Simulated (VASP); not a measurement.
CaO, 4 atoms in the cell. The typed cell holds 4 atoms: a = 3.992 Å, b = 3.992 Å, c = 4.785 Å, α = 90.00°, β = 90.00°, γ = 120.00°.  This cell differs from its parent crystal: atom 3 (O) moved by (+0.450, -0.450) A along [1 1 0] and z.

| Quantity | Value |
| --- | --- |
| Program | VASP 6.6.1 |
| Task | single point |
| Functional | PBEsol |
| Potentials or basis | VASP PAW PBE potentials, release 64 (Ca_sv, O) |
| Cutoff | 520 eV |
| k mesh | 9 × 9 × 6 |
| Occupations | gaussian, width 0.05 eV |
| Spin | no spin polarisation |
| Dipole correction | no |
| Further INCAR settings | ALGO = Normal; EDIFF = 1e-07; NBANDS = 24 |

Potentials or basis: VASP PAW PBE potentials, release 64 (Ca_sv, O).

The run is started by

```console
$ cat potpaw_PBE.64/Ca_sv/POTCAR potpaw_PBE.64/O/POTCAR > POTCAR
$ mpirun -np 1 vasp_std > vasp.out
```

Hardware: 1 thread of Intel(R) Xeon(R) Platinum 8259CL CPU @ 2.50GHz (Skylake/Cascade Lake) (shared host).

Question: Estimate the wall time of this run.

Answer: Run time: 6.2 min on 1 thread of Intel(R) Xeon(R) Platinum 8259CL CPU @ 2.50GHz (Skylake/Cascade Lake) (shared host), peak memory 0.42 GiB. Counts: scf iterations 16, k points 244.
